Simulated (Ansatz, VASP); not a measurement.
Se in VASP and in Ansatz

The input INCAR:

```
SYSTEM = Se
PREC = Accurate ; ENCUT = 520
EDIFF = 1E-6 ; ISMEAR = -1
SIGMA = 0.03 ; LREAL = .False.
LASPH = .True. ; NELM = 80
ALGO = Normal ; ISIF = 2
LWAVE = .False. ; LCHARG = .True.
GGA = PE ; LELF = .True.
LVHAR = .True. ; NBANDS = 16
```

File KPOINTS:

```
regular mesh
0
Gamma
  6 6 5
  0 0 0
```

POSCAR

```
Se
1.0
    4.3661999489     -0.0436619995     -0.0436619995
   -2.2209123752      3.8030710735     -0.0159814010
   -0.0495360000     -0.0495360000      4.9536000000
Se
3
Direct
    0.2254000000      0.0000000000      0.3333333333
    0.0000000000      0.2254000000      0.6666666667
    0.7746000000      0.7746000000      0.0000000000
```

Input for Ansatz:

```yaml
crystal:
  lattice:
    - [4.3661999489, -0.0436619995, -0.0436619995]
    - [-2.2209123752, 3.8030710735, -0.015981401]
    - [-0.049536, -0.049536, 4.9536]
  atoms:
    - { symbol: Se, position: [0.2254, 0.0, 0.3333333333] }
    - { symbol: Se, position: [0.0, 0.2254, 0.6666666667] }
    - { symbol: Se, position: [0.7746, 0.7746, 0.0] }
kpoints:
  mp_grid: { grid: [6, 6, 5] }
  band_path:
    path:
      - [0.0, 0.0, 0.0]
      - [0.0, 0.0, 0.5]
      - [-0.5, 0.5, 0.0]
      - [0.0, 0.0, 0.0]
      - [0.0, -0.5, 0.0]
      - [-0.5, 0.0, 0.5]
      - [0.0, 0.0, 0.0]
      - [-0.5, 0.0, 0.0]
      - [0.0, -0.5, 0.5]
    npoints: 5
scf:
  occupations: { method: fermi_dirac, width: 0.03 }
hamiltonian:
  xc: pbe
  pseudopotentials: { kind: all_electron, lapw: { basis_error: 0.001 } }
output:
  forces: true
  stress: true
  eigenvalues: true
```

Change from the starting cell: equal xy, yz and zx shear strains of -2 %.

Alike in both runs: task single point; functional PBE; k mesh 6 × 6 × 5; occupations fermi-dirac, width 0.03 eV; no spin polarisation.

|  | VASP | Ansatz |
| --- | --- | --- |
| version | VASP 6.6.1 | Ansatz 0.2.0 |
| potentials or method | VASP PAW PBE potentials, release 64 (Se), cutoff 520 eV | all-electron LAPW, scalar-relativistic |

|  | VASP | Ansatz | Ansatz less VASP |
| --- | --- | --- | --- |
| gap on the k mesh at the Fermi level (eV) | 1.18 | 1.19 | +0.007 |
| pressure (GPa) | 3.0 | 2.9 | -0.14 |
| traceless stress, the component that is largest in VASP (GPa) | 1.58 | 1.56 | -0.016 |
| rms of the force components (eV/Å) | 0.337 | 0.317 | -0.0197 |

Atom by atom the forces differ by 0.023 eV/Å (rms over components). Ansatz ran all-electron here, and VASP with PAW potentials.
